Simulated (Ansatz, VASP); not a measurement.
## BaS in VASP and in Ansatz

```
CELL_PARAMETERS angstrom
0.00000 3.16576 3.16576
3.16576 0.00000 3.16576
3.16576 3.16576 0.00000
ATOMIC_POSITIONS crystal
Ba 0.00000 0.00000 0.00000
S 0.50000 0.50000 0.50000
```

Alike in both runs: functional PBEsol; k mesh 8 × 8 × 8; no spin polarisation.

Ansatz relaxed the structure, and its values are those at the end. VASP's run is a single point on that final structure, the one shown.

|  | VASP | Ansatz |
| --- | --- | --- |
| version | VASP 6.6.1 | Ansatz 0.2.0 |
| potentials or method | VASP PAW PBE potentials, release 64 (Ba_sv, S), cutoff 520 eV | scalar-relativistic, plane waves, PAW |
| occupations | gaussian, width 0.01 eV | fixed |
| valence electrons in the cell | 16 | 16 |

|  | VASP | Ansatz | Ansatz less VASP |
| --- | --- | --- | --- |
| gap on the k mesh at the Fermi level (eV) | 1.93 | 2.04 | +0.105 |
| least direct gap on the mesh (eV) | 2.06 | 2.13 | +0.071 |
| pressure (GPa) | 0.7 | 0.0 | -0.68 |

VASP's potentials were made for PBE, not for PBEsol.

Spin-orbit coupling is off throughout.
